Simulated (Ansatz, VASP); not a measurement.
Cu: VASP beside Ansatz

INCAR

```
PREC = Accurate
ENCUT = 520
EDIFF = 1E-6
ISMEAR = 0
SIGMA = 0.15
LREAL = False
LASPH = True
NELM = 80
ALGO = Fast
ISIF = 2
LWAVE = False
LCHARG = True
GGA = CA
LELF = True
LVHAR = True
NBANDS = 12
```

KPOINTS

```
Automatic mesh
0
Gamma
  22 22 22
```

The input POSCAR:

```
Cu
1.0
   -1.4987500000      1.4987500000      1.2740500000
    1.4987500000     -1.4987500000      1.2740500000
    1.4987500000      1.4987500000     -1.2740500000
Cu
1
Direct
    0.0000000000      0.0000000000      0.0000000000
```

Input for Ansatz:

```yaml
crystal:
  lattice:
    - [-1.49875, 1.49875, 1.27405]
    - [1.49875, -1.49875, 1.27405]
    - [1.49875, 1.49875, -1.27405]
  atoms:
    - { symbol: Cu, position: [0.0, 0.0, 0.0] }
basis:
  ecutwfc: 520.0
kpoints:
  mp_grid: { grid: [22, 22, 22] }
hamiltonian:
  xc: lda
  pseudopotentials: { kind: paw, azcp: { folder: soft_1 } }
scf:
  occupations: { method: gaussian, width: 0.15 }
output:
  forces: true
  stress: true
  eigenvalues: true
```

Alike in both runs: task single point; functional LDA; k mesh 22 × 22 × 22; occupations gaussian, width 0.15 eV; no spin polarisation.

```csv
,VASP,Ansatz
version,VASP 6.6.1,Ansatz 0.2.0
potentials or method,"VASP PAW LDA potentials, release 64 (Cu), cutoff 520 eV","scalar-relativistic, plane waves, PAW"
valence electrons in the cell,11,19
```

```tsv
	VASP	Ansatz	Ansatz less VASP
gap on the k mesh at the Fermi level (eV)	none	none	-
pressure (GPa)	-6.0	-6.8	-0.86
traceless stress, the component that is largest in VASP (GPa)	2.75	2.72	-0.038
```

Ansatz warns that its potentials were made for another functional, while VASP's fit it. LDA's correlation is that of Perdew and Zunger in VASP and of Perdew and Wang (1992) in Ansatz. A gap of «none» marks a metal or a gap that the smearing closes. VASP's potentials hold 11 valence electrons a cell and Ansatz's 19, so a difference there can come from the potentials and not from the codes.
